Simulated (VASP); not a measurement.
Wanted: the native input for a VASP 6.6.1 run.

```
Task                   : single point
Functional             : PBE
Potentials or basis    : VASP PAW PBE potentials, release 64 (Rb_sv, Sb, P)
Cutoff                 : 520 eV
k mesh                 : 6 × 6 × 6
Occupations            : gaussian, width 0.1 eV
Spin                   : no spin polarisation
Dipole correction      : no
Further INCAR settings : ALGO = Normal; EDIFF = 1e-06; NBANDS = 36
```

The structure of Rb3Sb2P3 lies in POSCAR:

```
Rb3Sb2P3
1.0
    6.5684891353      0.0000000000      0.0000000000
    0.0000000000      6.5684891353      0.0000000000
    0.0000000000      0.0000000000      6.5684891353
Rb Sb P
3 2 3
Direct
    0.5000000000      0.0000000000      0.0000000000
    0.0000000000      0.5000000000      0.0000000000
    0.0000000000      0.0000000000      0.5000000000
    0.5000000000      0.5000000000      0.5000000000
    0.0000000000      0.0000000000      0.0000000000
    0.0000000000      0.5000000000      0.5000000000
    0.5000000000      0.0000000000      0.5000000000
    0.5000000000      0.5000000000      0.0000000000
```

The cell was generated, and may not be a known phase.

One way to write it, as run:

INCAR

```
SYSTEM = Rb3Sb2P3
ALGO = Normal
EDIFF = 1E-6
ENCUT = 520
GGA = PE
ISIF = 2
ISMEAR = 0
LASPH = .TRUE.
LCHARG = .FALSE.
LREAL = .FALSE.
LWAVE = .FALSE.
NBANDS = 36
NELM = 100
PREC = Accurate
SIGMA = 0.1
```

KPOINTS

```
k-points
0
G
  6 6 6
  0 0 0
```

Potentials or basis: VASP PAW PBE potentials, release 64 (Rb_sv, Sb, P).

Command:

```sh
$ cat potpaw_PBE.64/Rb_sv/POTCAR potpaw_PBE.64/Sb/POTCAR potpaw_PBE.64/P/POTCAR > POTCAR
$ mpirun -np 1 vasp_std > vasp.out
```

It gave:

```
Pressure               : 0.1 GPa
Band gap on the k mesh : zero (bands 26 and 27 overlap by 0.34 eV)
```

Caveat: semilocal functionals underestimate gaps, and a narrow one can read as zero; spin-orbit coupling is left out, which moves the levels of the heavy elements.

Run time: 4.9 min on 1 thread of Intel(R) Xeon(R) Platinum 8375C CPU @ 2.90GHz (Ice Lake), with other jobs on the host, peak memory 0.45 GiB.
